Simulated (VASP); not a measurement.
# PbSe (F-43m) in VASP: settings compared, part 2 of 2

VASP 6.6.1.

**3. Single point, PBEsol**

The input, INCAR:

```
PREC = Accurate
ENCUT = 520
EDIFF = 1E-6
ISMEAR = 0
SIGMA = 0.01
LREAL = F
LASPH = T
NELM = 100
ALGO = Normal
ISIF = 2
LWAVE = F
LCHARG = T
GGA = PS
LELF = T
LVHAR = T
ISYM = 0
NBANDS = 17
```

The input, KPOINTS:

```
regular mesh
0
Gamma
  8 8 1
```

The input, POSCAR:

```
PbSe
1.0
    0.0000000000      3.4232041400      3.4232041400
    3.4232041400      0.0000000000      3.4232041400
    3.4232041400      3.4232041400      0.0000000000
Pb Se
1 1
Direct
    0.0000000000      0.0000000000      0.0000000000
    0.2500000000      0.2500000000      0.2500000000
```

Potentials or basis: VASP PAW PBE potentials, release 64 (Pb_d, Se).

Command:

```bash
cat potpaw_PBE.64/Pb_d/POTCAR potpaw_PBE.64/Se/POTCAR > POTCAR
mpirun -np 1 vasp_std > vasp.out
```

OUTCAR:

```text
PREC = Accurate
   ENCUT = 520
   EDIFF = 1E-6
   ISMEAR = 0
   LREAL = F
   LASPH = T
   NELM = 100
   ISIF = 2
   GGA = PS
   ISYM = 0

 ion  position               nearest neighbor table
   1  0.000  0.000  0.000-   2 2.96   2 2.96   2 2.96   2 2.96
   2  0.250  0.250  0.250-   1 2.96   1 2.96   1 2.96   1 2.96

IMPORTANT INFORMATION: All symmetrisations will be switched off!
NOSYMM: (Re-)initialisation of all symmetry stuff for point group C_1.

----------------------------------------------------------------------------------------

                                     Primitive cell

  volume of cell :      80.2284

  direct lattice vectors                    reciprocal lattice vectors
     0.000000000  3.423204140  3.423204140    -0.146061987  0.146061987  0.146061987
     3.423204140  0.000000000  3.423204140     0.146061987 -0.146061987  0.146061987
     3.423204140  3.423204140  0.000000000     0.146061987  0.146061987 -0.146061987

  length of vectors
     4.841141722  4.841141722  4.841141722     0.252986783  0.252986783  0.252986783

  position of ions in fractional coordinates (direct lattice)
     0.000000000  0.000000000  0.000000000
     0.250000000  0.250000000  0.250000000

  ion indices of the primitive-cell ions
   primitive index   ion index
                 1           1
                 2           2

----------------------------------------------------------------------------------------

 KPOINTS: regular mesh

Automatic generation of k-mesh.
 Grid dimensions read from file:
 generate k-points for:    8    8    1

 Generating k-lattice:

  Cartesian coordinates                     Fractional coordinates (reciprocal lattice)
    -0.018257748  0.018257748  0.018257748     0.125000000  0.000000000  0.000000000
     0.018257748 -0.018257748  0.018257748     0.000000000  0.125000000  0.000000000
     0.146061987  0.146061987 -0.146061987     0.000000000  0.000000000  1.000000000
[... 90 lines left out ...]
   NELECT =      20.0000    total number of electrons
   NUPDOWN=      -1.0000    fix difference up-down
   EMIN   =  10.00;   EMAX   =-10.00  energy-range for DOS
   EFERMI =   0.00;   METHOD = LEGACY
   ISMEAR =     0;   SIGMA  =   0.01  broadening in eV -4-tet -1-fermi 0-gaus
   EFERMI_NEDOS =   21; number of points for ismear=-14 and -15
   IALGO  =     38    algorithm
   IMIX   =      4    mixing-type and parameters
     AMIX     =   0.40;   BMIX     =  1.00
     AMIX_MAG =   1.60;   BMIX_MAG =  1.00
  volume/ion in A,a.u.               =      40.11       270.70
  Fermi-wavevector in a.u.,A,eV,Ry     =   1.030328  1.947037 14.443606  1.061575
  Thomas-Fermi vector in A             =   2.164420
   LORBIT       =      0    0 simple, 1 ext, 2 COOP (PROOUT), +10 PAW based schemes
   GGA     = PS    functional components
   LHFCALC =     F    Hartree Fock is set to
   AEXX    =    0.0000 exact exchange contribution
   IVDW    =     0    specifies the selected vdW correction
   LEPSILON=     F    determine dielectric tensor
   LRPA    =     F    only Hartree local field effects (RPA)
 non-spin polarized calculation
 Gauss-broadening in eV      SIGMA  =   0.01
  energy-cutoff  :      520.00
  volume of cell :       80.23
 maximum number of plane-waves:      2200
   NGX = 17   NGY = 17   NGZ = 17

 number of electron      20.0000005 magnetization

 Free energy of the ion-electron system (eV)
  ---------------------------------------------------
  ext. energy  EPLUGINS =         0.00000000
  ---------------------------------------------------
  free energy    TOTEN  =        -7.83863040 eV

  energy without entropy =       -7.83863040  energy(sigma->0) =       -7.83863040

 E-fermi :   2.1102     XC(G=0):  -7.8782

 val. band max:        2.0097846094   @ k =  -0.3750   0.3750   0.0000
 cond. band min:       2.7985021269   @ k =   0.5000   0.5000   0.0000
 fundamental gap:      0.7887175175
 Fermi energy:         2.1101546962

 k-point     1 :       0.0000    0.0000    0.0000
  band No.  band energies     occupation
      1     -14.5247      2.00000
      2     -14.5111      2.00000
      3     -14.5072      2.00000
      4     -14.4805      2.00000
      5     -14.4660      2.00000
      6     -10.4553      2.00000
[... 457 lines left out ...]
      4     -14.4869      2.00000
      5     -14.4621      2.00000
      6      -9.8891      2.00000
[... 9 lines left out ...]
     16      11.1301      0.00000
     17      12.2708      0.00000

 [... further k-points ...]
[... 5 lines left out ...]
  --------------------------------------------------------------------------------------
  -------------------------------------------------------------------------------------
  Total        1.6412314      1.6412283     -1.7127749      3.3494177      0.0000035      0.0000083
  in kB       32.7757016     32.7756406    -34.2044397     66.8885072      0.0000704      0.0001667
  external PRESSURE =      10.4489675 kB  Pullay stress =       0.0000000 kB

 VOLUME and BASIS-vectors are now :
 -----------------------------------------------------------------------------
  energy-cutoff  :      520.00
  volume of cell :       80.23
      direct lattice vectors                 reciprocal lattice vectors
     0.000000000  3.423204140  3.423204140    -0.146061987  0.146061987  0.146061987
     3.423204140  0.000000000  3.423204140     0.146061987 -0.146061987  0.146061987
     3.423204140  3.423204140  0.000000000     0.146061987  0.146061987 -0.146061987

 POSITION                                       TOTAL-FORCE (eV/Angst)
 -----------------------------------------------------------------------------------
      0.00000      0.00000      0.00000        -0.000003     -0.000002      0.944527
      1.71160      1.71160      1.71160         0.000003      0.000002     -0.944527
 -----------------------------------------------------------------------------------
    total drift:                               -0.000004     -0.000001     -0.000340

  FREE ENERGIE OF THE ION-ELECTRON SYSTEM (eV)
  ---------------------------------------------------
  free  energy   TOTEN  =        -7.8386304046 eV

  energy  without entropy=       -7.8386304046  energy(sigma->0) =       -7.83863040
```

stdout:

```text
POSCAR found type information on POSCAR PbSe
 POSCAR found :  2 types and       2 ions
 scaLAPACK will be used
 -----------------------------------------------------------------------------
|                                                                             |
|                                                                             |
|     You enforced a specific xc type in the INCAR file but a different       |
[... 22 lines left out ...]
 -----------------------------------------------------------------------------

 POSCAR, INCAR and KPOINTS ok, starting setup
 FFT: planning ... GRIDC
 FFT: planning ... GRID_SOFT
 FFT: planning ... GRID
 WAVECAR not read
 entering main loop
```

It took 20 s on 1 thread of Intel Xeon 6975P-C (Granite Rapids), shared host; peak memory 0.22 GiB.

The run converged, but its numbers aren't listed here, since they failed a check.

Caveat: the k points lie up to 1.59 Å⁻¹ apart; the PAW data sets were made with another functional, which shifts forces and pressure a little; spin-orbit coupling is left out, which moves the levels of the heavy elements.

**4. Single point, HSE06**

POSCAR is that of step 3.

The input, INCAR.step1:

```
SYSTEM = PbSe
ALGO = Normal ; EDIFF = 1E-5
ENCUT = 520 ; GGA = PE
ISIF = 2 ; ISMEAR = 0
LASPH = .True. ; LCHARG = .False.
LREAL = .False. ; LWAVE = .True.
NBANDS = 17 ; NELM = 60
PREC = Accurate ; SIGMA = 0.01
```

The input, INCAR.step2:

```
SYSTEM = PbSe
ALGO = Normal ; EDIFF = 1E-7
ENCUT = 520 ; GGA = PE
HFSCREEN = 0.2079 ; ISIF = 2
ISMEAR = 0 ; ISTART = 1
LASPH = .True. ; LCHARG = .False.
LHFCALC = .True. ; LREAL = .False.
LWAVE = .False. ; NBANDS = 17
NELM = 60 ; PREC = Accurate
PRECFOCK = Normal ; SIGMA = 0.01
```

The input, KPOINTS:

```
k-points
0
Gamma
  4 4 4
  0 0 0
```

Command:

```bash
cat potpaw_PBE.64/Pb_d/POTCAR potpaw_PBE.64/Se/POTCAR > POTCAR
cp INCAR.step1 INCAR
mpirun -np 1 vasp_std > vasp.out
cp INCAR.step2 INCAR
mpirun -np 1 vasp_std > vasp.out
```

Run time: 10 min. Hardware: 1 thread of Intel Xeon 6975P-C (Granite Rapids), shared host; peak memory 0.32 GiB.

Results (log left out):

```yaml
Free_energy: -9.3131 eV
Pressure: 0.0 GPa
Band_gap_on_the_k_mesh: 1.07 eV, indirect (least direct gap 1.66 eV)
```

Levels at points of the mesh, in eV from the valence-band top:
| k point | band 7 | band 8 | band 9 | band 10 | band 11 | band 12 | band 13 | band 14 |
| --- | --- | --- | --- | --- | --- | --- | --- | --- |
| (0.00, 0.00, 0.00) | -6.76 | -1.91 | -1.91 | -1.91 | 2.66 | 2.66 | 2.66 | 5.26 |
| (0.50, 0.00, 0.00) | -8.54 | -2.48 | -2.48 | -2.15 | 3.46 | 3.46 | 4.29 | 7.11 |
| (0.50, 0.50, 0.00) | -8.93 | -3.23 | -3.23 | -0.58 | 1.07 | 5.64 | 5.64 | 6.56 |

Caveat: the PAW data sets were made with another functional, which shifts forces and pressure a little; spin-orbit coupling is left out, which moves the levels of the heavy elements.
